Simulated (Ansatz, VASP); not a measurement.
**BaHfO3: VASP beside Ansatz**

```
Ba Hf O
1.0
     4.20662    0.00000    0.00000
     0.00000    4.20662    0.00000
     0.00000    0.00000    4.20662
Ba Hf O
1 1 3
Direct
  0.00000 0.00000 0.00000
  0.50000 0.50000 0.50000
  0.50000 0.50000 0.00000
  0.00000 0.50000 0.50000
  0.50000 0.00000 0.50000
```

Alike in both runs: functional PBE; k mesh 6 × 6 × 6; occupations gaussian, width 0.02 eV; no spin polarisation.

Ansatz relaxed the structure, and its values are those at the end. VASP's run is a single point on that final structure, the one shown.

```csv
,VASP,Ansatz
version,VASP 6.6.1,Ansatz 0.2.0
potentials or method,"VASP PAW PBE potentials, release 64 (Ba_sv, Hf_pv, O), cutoff 600 eV","scalar-relativistic, plane waves, PAW"
valence electrons in the cell,38,54
```

```tsv
	VASP	Ansatz	Ansatz less VASP
gap on the k mesh at the Fermi level (eV)	3.54	3.62	+0.089
least direct gap on the mesh (eV)	3.78	3.76	-0.016
pressure (GPa)	-0.8	0.0	+0.77
```

VASP's potentials hold 38 valence electrons a cell and Ansatz's 54, so a difference there can come from the potentials and not from the codes.

Neither program's run includes spin-orbit coupling.
